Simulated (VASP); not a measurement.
Input of a VASP 6.6.1 run:

Contents of INCAR:

```
PREC = Accurate
ENCUT = 520
EDIFF = 1E-6
ISMEAR = 0
SIGMA = 0.15
LREAL = F
LASPH = T
NELM = 60
ALGO = Normal
ISIF = 2
LWAVE = F
LCHARG = F
GGA = CA
NBANDS = 9
```

KPOINTS

```
regular mesh
0
Gamma
  20 20 20
```

File POSCAR:

```
S
1.0
    0.0000000000      1.9644350888      2.0541808543
    1.9644350888      0.0000000000      2.0541808543
    1.9644350888      1.9644350888      0.0000000000
S
1
Direct
    0.0000000000      0.0000000000      0.0000000000
```

Potentials or basis: VASP PAW LDA potentials, release 64 (S).

Run with:

```console
$ cat potpaw_LDA.64/S/POTCAR > POTCAR
$ mpirun -np 1 vasp_std > vasp.out
```

What does it give for the band gap on the k mesh?

Zero (band 3 reaches 10.52 eV, above the bottom of band 4 at 4.69 eV).

What does it give for the pressure?

-6.5 GPa.

Stress tensor (GPa, compression positive):
```
-7.74  0.00  0.00
 0.00 -7.74  0.00
 0.00  0.00 -4.08
```

Caveat: the cell differs from its parent crystal (strain -0.015 along x and y, +0.030 along z).
